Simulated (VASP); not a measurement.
# Ge: single point with PBEsol

The system is Ge.

```
Ge
1.0
     3.84844    0.00000    0.00000
    -1.92422    3.33285    0.00000
     0.00000    0.00000    6.35257
Ge
4
Direct
  0.66667 0.33333 0.06322
  0.33333 0.66667 0.56322
  0.66667 0.33333 0.43678
  0.33333 0.66667 0.93678
```

This isn't the form of Ge at room conditions, which is diamond.

| Property | Result |
| --- | --- |
| Program | VASP 6.6.1 |
| Task | single point |
| Functional | PBEsol |
| Potentials or basis | VASP PAW PBE potentials, release 64 (Ge_d) |
| Cutoff | 520 eV |
| k mesh | 7 × 7 × 4 |
| Occupations | fermi-dirac, width 0.1 eV |
| Spin | no spin polarisation |

```
Pressure               : 9.8 GPa
Band gap on the k mesh : 0.02 eV
```

Levels at points of the mesh, in eV from the valence-band top:
| k point | band 26 | band 27 | band 28 | band 29 | band 30 | band 31 |
| --- | --- | --- | --- | --- | --- | --- |
| (0.00, 0.00, 0.00) | -0.37 | 0.00 | 0.00 | 0.02 | 0.88 | 2.05 |
| (0.00, 0.00, 0.50) | -1.14 | -1.14 | -1.14 | 0.87 | 0.87 | 3.27 |

Wall time 100 s on 1 thread of Intel Xeon 8259CL (shared host), peak memory 0.21 GiB.

Caveat: the cell stands under pressure; the smearing spreads over this small gap; semilocal functionals underestimate gaps, and a narrow one can read as zero; the PAW data sets were made with another functional, which shifts forces and pressure a little. A k mesh can miss the band edges.
